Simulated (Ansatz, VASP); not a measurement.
**SiSn2 in VASP and in Ansatz**

```
Si Sn
1.0
     2.70303    4.68179    0.00000
    -2.70303    4.68179    0.00000
     0.00000    0.00000    7.03957
Si Sn
2 4
Direct
  0.33330 0.33340 0.27600
  0.66660 0.66670 0.77600
  0.00000 0.00000 0.02800
  0.00000 0.00000 0.52800
  0.33330 0.33340 0.79600
  0.66660 0.66670 0.29600
```

Alike in both runs: task single point; functional PBE; k mesh 7 × 7 × 5; no spin polarisation.

|  | VASP | Ansatz |
| --- | --- | --- |
| version | VASP 6.6.1 | Ansatz 0.2.0 |
| potentials or method | VASP PAW PBE potentials, release 64 (Si, Sn_d), cutoff 520 eV | PAW plane waves |
| occupations | fermi-dirac, width 0.1 eV | fermi-dirac |
| valence electrons in the cell | 64 | 64 |

```tsv
	VASP	Ansatz	Ansatz less VASP
pressure (GPa)	-7.4	-7.4	+0.04
traceless stress, the component that is largest in VASP (GPa)	0.30	0.30	0.000
rms of the force components (eV/Å)	0.098	0.098	0.0000
```

Atom by atom the forces differ by 0.000 eV/Å (rms over components). Ansatz's warnings: structure snapped to symmetry.
